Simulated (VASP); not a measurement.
# Zr (R-3m) in VASP: relaxation of cell and atoms with PBEsol

Aim: the relaxation of cell and atoms of Zr with PBEsol.

All numbers are computed with VASP 6.6.1; they aren't measurements. Logs are shortened: lines on timing, memory, paths and dates and some standing lists are left out, and cuts for length are marked.

## 1. The cell of the first run

Symmetry: R-3m, No. 166, trigonal system. Conventional cell: a = 3.128 Å, b = 3.128 Å, c = 7.844 Å, α = 90.00°, β = 90.00°, γ = 120.00°. Within 4.1 Å of Zr (site symmetry -3m) lie 12 Zr at 3.13 to 3.18 Å.

## 2. Relaxation of cell and atoms, PBEsol

Input file INCAR:

```
ALGO = Fast
EDIFF = 1E-7
EDIFFG = -0.01
ENCUT = 600
GGA = PS
IBRION = 2
ISIF = 3
ISMEAR = 0
LASPH = True
LCHARG = False
LREAL = False
LWAVE = False
NELM = 80
NSW = 100
PREC = Accurate
SIGMA = 0.1
```

Input file KPOINTS:

```
k-points
0
Gamma
  21 21 21
```

Input file POSCAR:

```
Zr
1.0
    1.5639932564      0.9029719276      2.6147988825
   -1.5639932564      0.9029719276      2.6147988825
    0.0000000000     -1.8059438552      2.6147988825
Zr
1
Direct
    0.5000000000      0.5000000000      0.5000000000
```

Potentials or basis: VASP PAW PBE potentials, release 64 (Zr_sv).

Launch:

```sh
$ cat potpaw_PBE.64/Zr_sv/POTCAR > POTCAR
$ mpirun -np 1 vasp_std > vasp.out
```

OUTCAR:

```text
EDIFF = 1E-7
   EDIFFG = -0.01
   ENCUT = 600
   GGA = PS
   IBRION = 2
   ISIF = 3
   ISMEAR = 0
   LASPH = True
   LREAL = False
   NELM = 80
   NSW = 100
   PREC = Accurate

 ion  position               nearest neighbor table
   1  0.500  0.500  0.500-

  LATTYP: Found a trigonal (rhomboedric) cell.
 ALAT       =     3.1778304555
 COS(alpha) =     0.5155618888

  Lattice vectors:

 A1 = (   1.5639932564,   0.9029719276,   2.6147988825)
 A2 = (  -1.5639932564,   0.9029719276,   2.6147988825)
 A3 = (   0.0000000000,  -1.8059438552,   2.6147988825)

Analysis of symmetry for initial positions (statically):
=====================================================================
 Subroutine PRICEL returns:
 Original cell was already a primitive cell.

 Routine SETGRP: Setting up the symmetry group for a
 trigonal (rhombohedral) supercell.

 Subroutine GETGRP returns: Found 12 space group operations
 (whereof 12 operations were pure point group operations)
 out of a pool of 12 trial point group operations.

The static configuration has the point symmetry D_3d.

Analysis of symmetry for dynamics (positions and initial velocities):
=====================================================================
 Subroutine PRICEL returns:
 Original cell was already a primitive cell.

 Routine SETGRP: Setting up the symmetry group for a
 trigonal (rhombohedral) supercell.

 Subroutine GETGRP returns: Found 12 space group operations
 (whereof 12 operations were pure point group operations)
 out of a pool of 12 trial point group operations.

The dynamic configuration has the point symmetry D_3d.

 Subroutine INISYM returns: Found 12 space group operations
 (whereof 12 operations are pure point group operations),
 and found     1 'primitive' translations

----------------------------------------------------------------------------------------

                                     Primitive cell

  volume of cell :      22.1564

  direct lattice vectors                    reciprocal lattice vectors
     1.563993256  0.902971928  2.614798883     0.319694473  0.184575690  0.127479530
    -1.563993256  0.902971928  2.614798883    -0.319694473  0.184575690  0.127479530
     0.000000000 -1.805943855  2.614798883     0.000000000 -0.369151380  0.127479530

  length of vectors
     3.177830456  3.177830456  3.177830456     0.390542920  0.390542920  0.390542920

  position of ions in fractional coordinates (direct lattice)
     0.500000000  0.500000000  0.500000000

  ion indices of the primitive-cell ions
   primitive index   ion index
                 1           1

----------------------------------------------------------------------------------------

 KPOINTS: k-points

Automatic generation of k-mesh.
 Grid dimensions read from file:
 generate k-points for:   21   21   21

 Generating k-lattice:

  Cartesian coordinates                     Fractional coordinates (reciprocal lattice)
     0.015223546  0.008789319  0.006070454     0.047619048 -0.000000000  0.000000000
    -0.015223546  0.008789319  0.006070454    -0.000000000  0.047619048  0.000000000
     0.000000000 -0.017578637  0.006070454     0.000000000  0.000000000  0.047619048

  Length of vectors
     0.018597282  0.018597282  0.018597282

  Shift w.r.t. Gamma in fractional coordinates (k-lattice)
     0.000000000  0.000000000  0.000000000

 Subroutine IBZKPT returns following result:
 ===========================================

 Found    891 irreducible k-points:

 Following reciprocal coordinates:
            Coordinates               Weight
  0.000000  0.000000  0.000000      1.000000
  0.047619 -0.000000 -0.000000      6.000000
  0.095238  0.000000 -0.000000      6.000000
  0.142857 -0.000000 -0.000000      6.000000
  0.190476  0.000000 -0.000000      6.000000
  0.238095 -0.000000  0.000000      6.000000
[... 16 lines left out ...]
 -0.428571  0.047619  0.000000     12.000000
 -0.380952  0.047619  0.000000     12.000000
 [... further k-points ...]
   k-points           NKPTS =    891   k-points in BZ     NKDIM =    891   number of bands    NBANDS=     10
   number of dos      NEDOS =    301   number of ions     NIONS =      1
   total plane-waves  NPLWV =  21952
   dimension x,y,z NGX =    28 NGY =   28 NGZ =   28
   dimension x,y,z NGXF=    56 NGYF=   56 NGZF=   56
   ions per type =               1
   NGX,Y,Z   is equivalent  to a cutoff of  14.65, 14.65, 14.65 a.u.
   NGXF,Y,Z  is equivalent  to a cutoff of  29.30, 29.30, 29.30 a.u.
 SYSTEM =  unknown system
   PREC   = accura    normal or accurate (medium, high low for compatibility)
   ISTART =      0    job   : 0-new  1-cont  2-samecut
   ICHARG =      2    charge: 1-file 2-atom 10-const
   ISPIN  =      1    spin polarized calculation?
   LNONCOLLINEAR =      F non collinear calculations
   LSORBIT =      F    spin-orbit coupling
   LASPH  =      T    aspherical Exc in radial PAW
   ENCUT  =  600.0 eV  44.10 Ry    6.64 a.u.   6.35  6.35  6.35*2*pi/ulx,y,z
   NELM   =     80;   NELMIN=  2; NELMDL= -5     # of ELM steps
   EDIFF  = 0.1E-06   stopping-criterion for ELM
   LREAL  =      F    real-space projection
   EDIFFG = -.1E-01   stopping-criterion for IOM
   NSW    =    100    number of steps for IOM
   IBRION =      2    ionic relax: 0-MD 1-quasi-New 2-CG
   NFREE  =      1    steps in history (QN), initial steepest desc. (CG)
   ISIF   =      3    stress and relaxation
   ISYM   =      2    0-nonsym 1-usesym 2-fastsym
   POTIM  = 0.5000    time-step for ionic-motion
   TEBEG  =    0.0;   TEEND  =   0.0 temperature during run
   PSTRESS=    0.0 pullay stress
   NELECT =      12.0000    total number of electrons
   NUPDOWN=      -1.0000    fix difference up-down
   EMIN   =  10.00;   EMAX   =-10.00  energy-range for DOS
   EFERMI =   0.00;   METHOD = LEGACY
   ISMEAR =     0;   SIGMA  =   0.10  broadening in eV -4-tet -1-fermi 0-gaus
   EFERMI_NEDOS =   21; number of points for ismear=-14 and -15
   IALGO  =     68    algorithm
   IMIX   =      4    mixing-type and parameters
     AMIX     =   0.40;   BMIX     =  1.00
     AMIX_MAG =   1.60;   BMIX_MAG =  1.00
  volume/ion in A,a.u.               =      22.16       149.52
  Fermi-wavevector in a.u.,A,eV,Ry     =   1.334450  2.521745 24.228673  1.780757
  Thomas-Fermi vector in A             =   2.463231
   LORBIT       =      0    0 simple, 1 ext, 2 COOP (PROOUT), +10 PAW based schemes
   GGA     = PS    functional components
   LHFCALC =     F    Hartree Fock is set to
   AEXX    =    0.0000 exact exchange contribution
   IVDW    =     0    specifies the selected vdW correction
   LEPSILON=     F    determine dielectric tensor
   LRPA    =     F    only Hartree local field effects (RPA)
 conjugate gradient relaxation of ions
 non-spin polarized calculation
 RMM-DIIS sequential band-by-band and
 Gauss-broadening in eV      SIGMA  =   0.10
  energy-cutoff  :      600.00
  volume of cell :       22.16
 maximum number of plane-waves:       758
 NGX is ok and might be reduce to    28
   NGX = 13   NGY = 13   NGZ = 13

--------------------------------------- Ionic step        1  -------------------------------------------

 number of electron      12.0000000 magnetization

 Free energy of the ion-electron system (eV)
  ---------------------------------------------------
  ext. energy  EPLUGINS =         0.00000000
  ---------------------------------------------------
  free energy    TOTEN  =        -9.05034365 eV

  energy without entropy =       -9.04328108  energy(sigma->0) =       -9.04681237

------------------------ aborting loop because EDIFF is reached ----------------------------------------

  FORCE on cell =-STRESS in cart. coord.  units (eV):
  Direction    XX          YY          ZZ          XY          YZ          ZX
  --------------------------------------------------------------------------------------
  -------------------------------------------------------------------------------------
  Total        0.1546034      0.1546034     -0.1458617      0.0000000     -0.0000000      0.0000000
  in kB       11.1797217     11.1797217    -10.5475855      0.0000000     -0.0000000      0.0000000
  external PRESSURE =       3.9372860 kB  Pullay stress =       0.0000000 kB
[... 125 lines left out ...]
  energy  without entropy=       -9.0452060815  energy(sigma->0) =       -9.04892000

--------------------------------------- Ionic step        5  -------------------------------------------

 number of electron      12.0000000 magnetization

 Free energy of the ion-electron system (eV)
  ---------------------------------------------------
  ext. energy  EPLUGINS =         0.00000000
  ---------------------------------------------------
  free energy    TOTEN  =        -9.05277432 eV

  energy without entropy =       -9.04528656  energy(sigma->0) =       -9.04903044

 E-fermi :   9.2654     XC(G=0): -11.4117

 val. band max:        9.2642676010   @ k =  -0.4286   0.4286   0.2857
 cond. band min:       9.2657392891   @ k =   0.3810   0.0952   0.0476
 fundamental gap:      0.0014716881
 Fermi energy:         9.2653978268

 k-point     1 :       0.0000    0.0000    0.0000
  band No.  band energies     occupation
      1     -39.2519      2.00000
      2     -16.7201      2.00000
      3     -16.7201      2.00000
      4     -16.7198      2.00000
      5       3.6275      2.00000
      6      10.2557      0.00000
      7      10.2557      0.00000
      8      10.2589      0.00000
      9      12.8175      0.00000
     10      12.8175      0.00000
[... 287 lines left out ...]
 k-point    24 :      -0.3810    0.0476    0.0000
  band No.  band energies     occupation
      1     -39.0964      2.00000
      2     -17.7281      2.00000
      3     -16.8765      2.00000
      4     -16.8448      2.00000
      5       6.2241      2.00000
      6       9.8567      0.00000
      7      10.1634      0.00000
      8      10.2295      0.00000
      9      13.9535      0.00000
     10      14.5428      0.00000

 [... further k-points ...]

------------------------ aborting loop because EDIFF is reached ----------------------------------------

  FORCE on cell =-STRESS in cart. coord.  units (eV):
  Direction    XX          YY          ZZ          XY          YZ          ZX
  --------------------------------------------------------------------------------------
  -------------------------------------------------------------------------------------
  Total       -0.0046544     -0.0046544      0.0000243      0.0000000     -0.0000000      0.0000000
  in kB       -0.3351782     -0.3351782      0.0017507      0.0000000     -0.0000000      0.0000000
  external PRESSURE =      -0.2228685 kB  Pullay stress =       0.0000000 kB
[... 16 lines left out ...]
  FREE ENERGIE OF THE ION-ELECTRON SYSTEM (eV)
  ---------------------------------------------------
  free  energy   TOTEN  =        -9.0527743242 eV

  energy  without entropy=       -9.0452865609  energy(sigma->0) =       -9.04903044

 reached required accuracy - stopping structural energy minimisation
```

It took 12 min on 1 thread of Intel Xeon 6975P-C (Granite Rapids), shared host; peak memory 0.41 GiB.

What came out:

```yaml
Free_energy: -9.0528 eV
Relaxed_volume: 22.25 Å³/atom
Relaxed_cell: a = 3.157 Å, b = 3.157 Å, c = 3.157 Å, α = 60.01°, β = 60.01°, γ = 60.01°
Space_group_after_relaxing_to_0.1_Å: Fm-3m (No. 225)
Energy_gained_by_relaxing: 2.4 meV/atom
Ionic_steps: 5
Pressure_after_relaxing: 0.0 GPa
Band_gap_on_the_k_mesh: zero (bands 6 and 7 overlap by 1.48 eV)
```

The path:
```tsv
step	energy change (eV)	largest force (eV/Å)	pressure (GPa)	volume (Å³)
1	0.0000	0.0000	0.39	22.16
2	-0.0020	0.0000	-0.36	22.33
3	-0.0021	0.0000	-0.58	22.38
4	-0.0023	0.0000	0.36	22.16
5	-0.0024	0.0000	-0.02	22.25
```

Final structure:
```
Zr
1.0
     1.57860    0.91141    2.57728
    -1.57860    0.91141    2.57728
     0.00000   -1.82281    2.57728
Zr
1
Direct
  0.50000 0.50000 0.50000
```

Caveat: the PAW data sets were made with another functional, which shifts forces and pressure a little.
